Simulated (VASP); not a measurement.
# BN (Fmm2) in VASP: further runs

BN is run at these levels: PBE; tasks: single point.

All numbers are computed with VASP 6.6.1; they aren't measurements. Logs are shortened: lines on timing, memory, paths and dates and some standing lists are left out, and cuts for length are marked.

**1. The cell of the first run**

The structure is orthorhombic, space group Fmm2 (No. 42). The conventional cell has a = 2.486 Å, b = 6.944 Å, c = 4.303 Å, α = 90.00°, β = 90.00°, γ = 90.00°. Within 1.9 Å of N (site symmetry mm2) lie 3 B at 1.43 to 1.44 Å. B (site symmetry mm2) has 3 N at 1.43 to 1.44 Å within 1.9 Å.

**2. Single point, PBE (volume scaled by 0.98)**

Contents of INCAR:

```
  ALGO = Normal
  EDIFF = 1E-6
  ENCUT = 520
  GGA = PE
  ISIF = 2
  ISMEAR = -1
  LASPH = True
  LCHARG = True
  LELF = True
  LREAL = False
  LVHAR = True
  LWAVE = False
  NBANDS = 11
  NELM = 80
  PREC = Accurate
  SIGMA = 0.05
```

Contents of KPOINTS:

```
k-points
0
Gamma
  13 13 13
```

Contents of POSCAR:

```
BN
1.0
    0.0000000000      3.4718566277      2.1515532769
    1.2432316315      0.0000000000      2.1515532769
    1.2432316315      3.4718566277      0.0000000000
N B
1 1
Direct
    0.6666513400      0.6666513400      0.3333486600
    0.0000486500      0.0000486500      0.9999513500
```

Potentials or basis: VASP PAW PBE potentials, release 64 (N, B).

The run is started by

```sh
> cat potpaw_PBE.64/N/POTCAR potpaw_PBE.64/B/POTCAR > POTCAR
> mpirun -np 1 vasp_std > vasp.out
```

OUTCAR:

```text
EDIFF = 1E-6
   ENCUT = 520
   GGA = PE
   ISIF = 2
   ISMEAR = -1
   LASPH = True
   LREAL = False
   NELM = 80
   PREC = Accurate

 ion  position               nearest neighbor table
   1  0.667  0.667  0.333-   2 1.43   2 1.44   2 1.44
   2  0.000  0.000  1.000-   1 1.43   1 1.44   1 1.44

  LATTYP: Found a face centered orthorhombic cell.
 ALAT       =     2.4864632630
 B/A-ratio  =     1.7306133647
 C/A-ratio  =     2.7926064136

  Lattice vectors:

 A1 = (   0.0000000000,   3.4718566277,   2.1515532769)
 A2 = (  -1.2432316315,   3.4718566277,   0.0000000000)
 A3 = (  -1.2432316315,   0.0000000000,   2.1515532769)

Analysis of symmetry for initial positions (statically):
=====================================================================
 Subroutine PRICEL returns:
 Original cell was already a primitive cell.

 Routine SETGRP: Setting up the symmetry group for a
 face centered orthorhombic supercell.

 Subroutine GETGRP returns: Found  4 space group operations
 (whereof  4 operations were pure point group operations)
 out of a pool of  8 trial point group operations.

The static configuration has the point symmetry C_2v.

Analysis of symmetry for dynamics (positions and initial velocities):
=====================================================================
 Subroutine PRICEL returns:
 Original cell was already a primitive cell.

 Routine SETGRP: Setting up the symmetry group for a
 face centered orthorhombic supercell.

 Subroutine GETGRP returns: Found  4 space group operations
 (whereof  4 operations were pure point group operations)
 out of a pool of  8 trial point group operations.

The dynamic configuration has the point symmetry C_2v.

 Subroutine INISYM returns: Found  4 space group operations
 (whereof  4 operations are pure point group operations),
 and found     1 'primitive' translations

----------------------------------------------------------------------------------------

                                     Primitive cell

  volume of cell :      18.5736

  direct lattice vectors                    reciprocal lattice vectors
     0.000000000  3.471856628  2.151553277    -0.402177669  0.144015164  0.232390248
     1.243231632  0.000000000  2.151553277     0.402177669 -0.144015164  0.232390248
     1.243231632  3.471856628  0.000000000     0.402177669  0.144015164 -0.232390248

  length of vectors
     4.084479152  2.484915772  3.687738241     0.486304917  0.486304917  0.486304917

[... 80 lines left out ...]
   EDIFF  = 0.1E-05   stopping-criterion for ELM
   LREAL  =      F    real-space projection
   EDIFFG = 0.1E-04   stopping-criterion for IOM
   NSW    =      0    number of steps for IOM
   IBRION =     -1    ionic relax: 0-MD 1-quasi-New 2-CG
   NFREE  =      0    steps in history (QN), initial steepest desc. (CG)
   ISIF   =      2    stress and relaxation
   ISYM   =      2    0-nonsym 1-usesym 2-fastsym
   POTIM  = 0.5000    time-step for ionic-motion
   TEBEG  =    0.0;   TEEND  =   0.0 temperature during run
   PSTRESS=    0.0 pullay stress
   NELECT =       8.0000    total number of electrons
   NUPDOWN=      -1.0000    fix difference up-down
   EMIN   =  10.00;   EMAX   =-10.00  energy-range for DOS
   EFERMI =   0.00;   METHOD = LEGACY
   ISMEAR =    -1;   SIGMA  =   0.05  broadening in eV -4-tet -1-fermi 0-gaus
   EFERMI_NEDOS =   21; number of points for ismear=-14 and -15
   IALGO  =     38    algorithm
   IMIX   =      4    mixing-type and parameters
     AMIX     =   0.40;   BMIX     =  1.00
     AMIX_MAG =   1.60;   BMIX_MAG =  1.00
  volume/ion in A,a.u.               =       9.29        62.67
  Fermi-wavevector in a.u.,A,eV,Ry     =   1.236345  2.336352 20.797156  1.528548
  Thomas-Fermi vector in A             =   2.370957
   LORBIT       =      0    0 simple, 1 ext, 2 COOP (PROOUT), +10 PAW based schemes
   GGA     = PE    functional components
   LHFCALC =     F    Hartree Fock is set to
   AEXX    =    0.0000 exact exchange contribution
   IVDW    =     0    specifies the selected vdW correction
   LEPSILON=     F    determine dielectric tensor
   LRPA    =     F    only Hartree local field effects (RPA)
 non-spin polarized calculation
  energy-cutoff  :      520.00
  volume of cell :       18.57
 maximum number of plane-waves:       517
   NGX = 15   NGY =  9   NGZ = 13

 number of electron       8.0000001 magnetization

 Free energy of the ion-electron system (eV)
  ---------------------------------------------------
  ext. energy  EPLUGINS =         0.00000000
  ---------------------------------------------------
  free energy    TOTEN  =       -17.57289129 eV

  energy without entropy =      -17.57289129  energy(sigma->0) =      -17.57289129

 E-fermi :   3.1951     XC(G=0):  -9.8237

 val. band max:        2.1173129111   @ k =   0.4615  -0.3846   0.1538
 cond. band min:       6.0292612370   @ k =   0.0000   0.4615   0.4615
 fundamental gap:      3.9119483259
 Fermi energy:         3.1951177621

 k-point     1 :       0.0000    0.0000    0.0000
  band No.  band energies     occupation
      1     -15.8772      2.00000
      2      -2.4450      2.00000
      3       0.7206      2.00000
      4       0.7280      2.00000
      5       7.0043      0.00000
      6      13.7967      0.00000
      7      13.8579      0.00000
      8      15.3378      0.00000
      9      16.9311      0.00000
     10      28.0583      0.00000
     11      29.2095      0.00000
[... 309 lines left out ...]
 k-point    24 :       0.4615    0.1538   -0.0000
  band No.  band energies     occupation
      1     -13.0549      2.00000
      2      -5.7098      2.00000
      3      -3.0172      2.00000
      4       0.7503      2.00000
      5       8.0784      0.00000
      6      12.5019      0.00000
      7      15.0030      0.00000
      8      18.0472      0.00000
      9      19.8549      0.00000
     10      23.7332      0.00000
     11      25.3099      0.00000

 [... further k-points ...]
[... 5 lines left out ...]
  --------------------------------------------------------------------------------------
  -------------------------------------------------------------------------------------
  Total        1.3283946      0.2042801      1.3328017      0.0000000      0.0000000      0.0000000
  in kB      114.5886905     17.6214147    114.9688538      0.0000000      0.0000000      0.0000000
  external PRESSURE =      82.3929863 kB  Pullay stress =       0.0000000 kB

 VOLUME and BASIS-vectors are now :
 -----------------------------------------------------------------------------
  energy-cutoff  :      520.00
  volume of cell :       18.57
      direct lattice vectors                 reciprocal lattice vectors
     0.000000000  3.471856628  2.151553277    -0.402177669  0.144015164  0.232390248
     1.243231632  0.000000000  2.151553277     0.402177669 -0.144015164  0.232390248
     1.243231632  3.471856628  0.000000000     0.402177669  0.144015164 -0.232390248

 POSITION                                       TOTAL-FORCE (eV/Angst)
 -----------------------------------------------------------------------------------
      1.24323      3.47186      2.86867         0.000000      0.000000     -0.010656
      1.24323      3.47186      0.00021         0.000000      0.000000      0.010656
 -----------------------------------------------------------------------------------
    total drift:                                0.000000     -0.000013     -0.000032

  FREE ENERGIE OF THE ION-ELECTRON SYSTEM (eV)
  ---------------------------------------------------
  free  energy   TOTEN  =       -17.5728912872 eV

  energy  without entropy=      -17.5728912872  energy(sigma->0) =      -17.57289129
```

stdout:

```text
POSCAR found type information on POSCAR N B
 POSCAR found :  2 types and       2 ions
 scaLAPACK will be used
 LDA part: xc-table for (Slater+PW92), standard interpolation
 POSCAR, INCAR and KPOINTS ok, starting setup
 FFT: planning ... GRIDC
 FFT: planning ... GRID_SOFT
 FFT: planning ... GRID
 WAVECAR not read
 entering main loop
```

Run time: 68 s. Hardware: 1 thread of Intel Xeon Platinum 8488C (Sapphire Rapids), shared host; peak memory 0.19 GiB.

What came out:

| Item | Value |
| --- | --- |
| Free energy | -17.5729 eV |
| Pressure | 8.2 GPa |
| Largest force | 0.011 eV/Å |
| Band gap on the k mesh | 3.91 eV, indirect (least direct gap 4.70 eV) |

Forces in eV/Å, atoms in the order of the input:
```
N    0.000  0.000 -0.011
B    0.000  0.000  0.011
```

Stress tensor (GPa, compression positive):
```
11.46  0.00  0.00
 0.00  1.76  0.00
 0.00  0.00 11.50
```

Caveat: the cell differs from its parent crystal (volume scaled by 0.98). A k mesh can miss the band edges.

**3. Single point, PBE**

This run uses another cell than the first one, of 9.48 Å³/atom, 1.020 times its volume.

Contents of INCAR:

```
SYSTEM = BN
PREC = Accurate ; ENCUT = 520
EDIFF = 1E-6 ; ISMEAR = -1
SIGMA = 0.05 ; LREAL = .FALSE.
LASPH = .TRUE. ; NELM = 80
ALGO = Normal ; ISIF = 2
LWAVE = .FALSE. ; LCHARG = .FALSE.
GGA = PE ; NBANDS = 11
```

Contents of KPOINTS:

```
Automatic mesh
0
G
  13 13 13
  0 0 0
```

Contents of POSCAR:

```
BN
1.0
    0.0000000000      3.4953158300      2.1660912400
    1.2516321000      0.0000000000      2.1660912400
    1.2516321000      3.4953158300      0.0000000000
N B
1 1
Direct
    0.6666513400      0.6666513400      0.3333486600
    0.0000486500      0.0000486500      0.9999513500
```

Potentials or basis: VASP PAW PBE potentials, release 64 (N, B).

The run is started by

```sh
> cat potpaw_PBE.64/N/POTCAR potpaw_PBE.64/B/POTCAR > POTCAR
> mpirun -np 1 vasp_std > vasp.out
```

OUTCAR:

```text
SYSTEM = BN
   PREC = Accurate
   ENCUT = 520
   EDIFF = 1E-6
   ISMEAR = -1
   LREAL = .FALSE.
   LASPH = .TRUE.
   NELM = 80
   ISIF = 2
   GGA = PE

 ion  position               nearest neighbor table
   1  0.667  0.667  0.333-   2 1.44   2 1.44   2 1.44
   2  0.000  0.000  1.000-   1 1.44   1 1.44   1 1.44

  LATTYP: Found a face centered orthorhombic cell.
 ALAT       =     2.5032642000
 B/A-ratio  =     1.7306133647
 C/A-ratio  =     2.7926064137

  Lattice vectors:

 A1 = (   0.0000000000,   3.4953158300,   2.1660912400)
 A2 = (  -1.2516321000,   3.4953158300,   0.0000000000)
 A3 = (  -1.2516321000,   0.0000000000,   2.1660912400)

Analysis of symmetry for initial positions (statically):
=====================================================================
 Subroutine PRICEL returns:
 Original cell was already a primitive cell.

 Routine SETGRP: Setting up the symmetry group for a
 face centered orthorhombic supercell.

 Subroutine GETGRP returns: Found  4 space group operations
 (whereof  4 operations were pure point group operations)
[... 166 lines left out ...]
 cond. band min:       5.8758199108   @ k =   0.0000   0.4615   0.4615
 fundamental gap:      3.8983836308
 Fermi energy:         2.9866960877

 k-point     1 :       0.0000    0.0000    0.0000
  band No.  band energies     occupation
      1     -15.8877      2.00000
      2      -2.5002      2.00000
      3       0.5603      2.00000
      4       0.5673      2.00000
      5       6.8408      0.00000
      6      13.4914      0.00000
      7      13.5507      0.00000
      8      14.9520      0.00000
      9      16.4109      0.00000
     10      27.5800      0.00000
     11      28.7311      0.00000
[... 309 lines left out ...]
 k-point    24 :       0.4615    0.1538   -0.0000
  band No.  band energies     occupation
      1     -13.1183      2.00000
      2      -5.7853      2.00000
      3      -3.1186      2.00000
      4       0.6406      2.00000
      5       7.8709      0.00000
      6      12.2428      0.00000
      7      14.6752      0.00000
      8      17.7531      0.00000
      9      19.4269      0.00000
     10      23.2527      0.00000
     11      24.9022      0.00000

 [... further k-points ...]
[... 5 lines left out ...]
  --------------------------------------------------------------------------------------
  -------------------------------------------------------------------------------------
  Total        0.4875292      0.1895204      0.4928803      0.0000000      0.0000000      0.0000000
  in kB       41.2136781     16.0212570     41.6660386      0.0000000      0.0000000      0.0000000
  external PRESSURE =      32.9669912 kB  Pullay stress =       0.0000000 kB

 VOLUME and BASIS-vectors are now :
 -----------------------------------------------------------------------------
  energy-cutoff  :      520.00
  volume of cell :       18.95
      direct lattice vectors                 reciprocal lattice vectors
     0.000000000  3.495315830  2.166091240    -0.399478409  0.143048590  0.230830535
     1.251632100  0.000000000  2.166091240     0.399478409 -0.143048590  0.230830535
     1.251632100  3.495315830  0.000000000     0.399478409  0.143048590 -0.230830535

 POSITION                                       TOTAL-FORCE (eV/Angst)
 -----------------------------------------------------------------------------------
      1.25163      3.49532      2.88806         0.000000      0.000000     -0.009715
      1.25163      3.49532      0.00021         0.000000      0.000000      0.009715
 -----------------------------------------------------------------------------------
    total drift:                                0.000006     -0.000011     -0.000063

  FREE ENERGIE OF THE ION-ELECTRON SYSTEM (eV)
  ---------------------------------------------------
  free  energy   TOTEN  =       -17.5867948649 eV

  energy  without entropy=      -17.5867948648  energy(sigma->0) =      -17.58679486
```

It took 50 s on 1 thread of Intel Xeon Platinum 8488C (Sapphire Rapids), shared host; peak memory 0.19 GiB.

What came out:

* Free energy: -17.5868 eV
* Pressure: 3.3 GPa
* Largest force: 0.010 eV/Å
* Band gap on the k mesh: 3.90 eV, indirect (least direct gap 4.65 eV)

Forces on the atoms (eV/Å):
```
N    0.000  0.000 -0.010
B    0.000  0.000  0.010
```

Levels at points of the mesh, in eV from the valence-band top:
```tsv
k point	band 2	band 3	band 4	band 5	band 6	band 7
(0.00, 0.00, 0.00)	-4.48	-1.42	-1.41	4.86	11.51	11.57
```

A k mesh can miss the band edges. A hybrid or GW would open this gap; PBE tends to underestimate it.

**4. Single point, PBE**

This run uses another cell than the first one, of 9.48 Å³/atom, 1.020 times its volume.

Contents of INCAR:

```
ALGO = Normal
EDIFF = 1E-7
ENCUT = 520
GGA = PE
ISIF = 2
ISMEAR = -1
LASPH = T
LCHARG = F
LREAL = F
LWAVE = F
NBANDS = 11
NELM = 100
PREC = Accurate
SIGMA = 0.05
```

Contents of KPOINTS:

```
k-points
0
Gamma
  13 13 13
```

POSCAR is that of step 3.

The run is started by

```sh
> cat potpaw_PBE.64/N/POTCAR potpaw_PBE.64/B/POTCAR > POTCAR
> mpirun -np 1 vasp_std > vasp.out
```

It took 76 s on 1 thread of Intel Xeon Platinum 8488C (Sapphire Rapids), shared host; peak memory 0.19 GiB.

The run converged. Its results:

* Free energy: -17.5868 eV
* Pressure: 3.3 GPa
* Largest force: 0.010 eV/Å
* Band gap on the k mesh: 3.90 eV, indirect (least direct gap 4.65 eV)

Forces on the atoms (eV/Å):
```
N    0.000  0.000 -0.010
B    0.000  0.000  0.010
```

Stress tensor (GPa, compression positive):
```
4.12 0.00 0.00
0.00 1.60 0.00
0.00 0.00 4.16
```

Levels at points of the mesh, in eV from the valence-band top:
| k point | band 1 | band 2 | band 3 | band 4 | band 5 | band 6 | band 7 | band 8 | band 9 |
| --- | --- | --- | --- | --- | --- | --- | --- | --- | --- |
| (0.00, 0.00, 0.00) | -17.87 | -4.48 | -1.42 | -1.41 | 4.86 | 11.51 | 11.57 | 12.97 | 14.43 |

A k mesh can miss the band edges. As with any semilocal functional, this PBE gap is likely too small.

**5. Single point, PBE (volume scaled by 1.02)**

Contents of INCAR:

```
PREC = Accurate
ENCUT = 520
EDIFF = 1E-6
ISMEAR = -1
SIGMA = 0.05
LREAL = F
LASPH = T
NELM = 100
ALGO = Normal
ISIF = 2
LWAVE = F
LCHARG = F
GGA = PE
NBANDS = 11
```

Contents of KPOINTS:

```
Automatic mesh
0
Gamma
  13 13 13
```

Contents of POSCAR:

```
BN
1.0
    0.0000000000      3.5184642916      2.1804366332
    1.2599212959      0.0000000000      2.1804366332
    1.2599212959      3.5184642916      0.0000000000
N B
1 1
Direct
    0.6666513400      0.6666513400      0.3333486600
    0.0000486500      0.0000486500      0.9999513500
```

The run is started by

```sh
> cat potpaw_PBE.64/N/POTCAR potpaw_PBE.64/B/POTCAR > POTCAR
> mpirun -np 1 vasp_std > vasp.out
```

Run time: 78 s. Hardware: 1 thread of Intel Xeon Platinum 8488C (Sapphire Rapids), shared host; peak memory 0.19 GiB.

The run converged. Its results:

```
Free energy            : -17.5895 eV
Pressure               : -1.2 GPa
Largest force          : 0.009 eV/Å
Band gap on the k mesh : 3.88 eV, indirect (least direct gap 4.60 eV)
```

Forces on the atoms (eV/Å):
```
N    0.000  0.000 -0.009
B    0.000  0.000  0.009
```

Stress tensor (GPa, compression positive):
```
-2.58  0.00  0.00
 0.00  1.46  0.00
 0.00  0.00 -2.53
```

Levels at points of the mesh, in eV from the valence-band top:
| k point | band 1 | band 2 | band 3 | band 4 | band 5 | band 6 | band 7 | band 8 | band 9 |
| --- | --- | --- | --- | --- | --- | --- | --- | --- | --- |
| (0.00, 0.00, 0.00) | -17.74 | -4.40 | -1.44 | -1.43 | 4.84 | 11.35 | 11.41 | 12.74 | 14.07 |

Caveat: the cell differs from its parent crystal (volume scaled by 1.02). A k mesh can miss the band edges.

**6. Single point, PBE (volume scaled by 1.04)**

Contents of INCAR:

```
SYSTEM = BN
PREC = Accurate
ENCUT = 520
EDIFF = 1E-6
ISMEAR = -1
SIGMA = 0.05
LREAL = .FALSE.
LASPH = .TRUE.
NELM = 80
ALGO = Normal
ISIF = 2
LWAVE = .FALSE.
LCHARG = .FALSE.
GGA = PE
NBANDS = 11
```

Contents of KPOINTS:

```
regular mesh
0
G
  13 13 13
  0 0 0
```

Contents of POSCAR:

```
BN
1.0
    0.0000000000      3.5413121025      2.1945957093
    1.2681028322      0.0000000000      2.1945957093
    1.2681028322      3.5413121025      0.0000000000
N B
1 1
Direct
    0.6666513400      0.6666513400      0.3333486600
    0.0000486500      0.0000486500      0.9999513500
```

Potentials or basis: VASP PAW PBE potentials, release 64 (N, B).

The run is started by

```sh
> cat potpaw_PBE.64/N/POTCAR potpaw_PBE.64/B/POTCAR > POTCAR
> mpirun -np 1 vasp_std > vasp.out
```

Run time: 86 s. Hardware: 1 thread of Intel Xeon Platinum 8488C (Sapphire Rapids), shared host; peak memory 0.19 GiB.

The run converged. Its results:

```
Free energy            : -17.5820 eV
Pressure               : -5.3 GPa
Largest force          : 0.008 eV/Å
Band gap on the k mesh : 3.87 eV, indirect (least direct gap 4.56 eV)
```

Forces in eV/Å, atoms in the order of the input:
```
N    0.000  0.000 -0.008
B    0.000  0.000  0.008
```

Stress tensor (GPa, compression positive):
```
-8.71  0.00  0.00
 0.00  1.33  0.00
 0.00  0.00 -8.65
```

Levels at points of the mesh, in eV from the valence-band top:
| k point | band 1 | band 2 | band 3 | band 4 | band 5 | band 6 | band 7 | band 8 |
| --- | --- | --- | --- | --- | --- | --- | --- | --- |
| (0.00, 0.00, 0.00) | -17.62 | -4.32 | -1.45 | -1.45 | 4.81 | 11.20 | 11.25 | 12.51 |

Caveat: the cell differs from its parent crystal (volume scaled by 1.04). A k mesh can miss the band edges.

**7. Summary**

| cell | gap on the mesh (eV) | pressure (GPa) | largest force (eV/Å) |
| --- | --- | --- | --- |
| a = 4.084, b = 2.485, c = 3.688 Å, angles 80.3, 36.8, 62.9°, 2 atoms | 3.91 | 8.2 | 0.01 |
| a = 4.112, b = 2.502, c = 3.713 Å, angles 80.3, 36.8, 62.9°, 2 atoms | 3.90 | 3.3 | 0.01 |
| a = 4.139, b = 2.518, c = 3.737 Å, angles 80.3, 36.8, 62.9°, 2 atoms | 3.88 | -1.2 | 0.01 |
| a = 4.166, b = 2.535, c = 3.762 Å, angles 80.3, 36.8, 62.9°, 2 atoms | 3.87 | -5.3 | 0.01 |

Alike in all rows: task single point; level PBE; potentials or basis VASP PAW PBE potentials, release 64 (N, B); no spin polarisation; k mesh 13 × 13 × 13; cutoff (eV) 520; smearing fermi-dirac 0.05 eV.

Absolute energies hang on the potentials; compare differences alone.
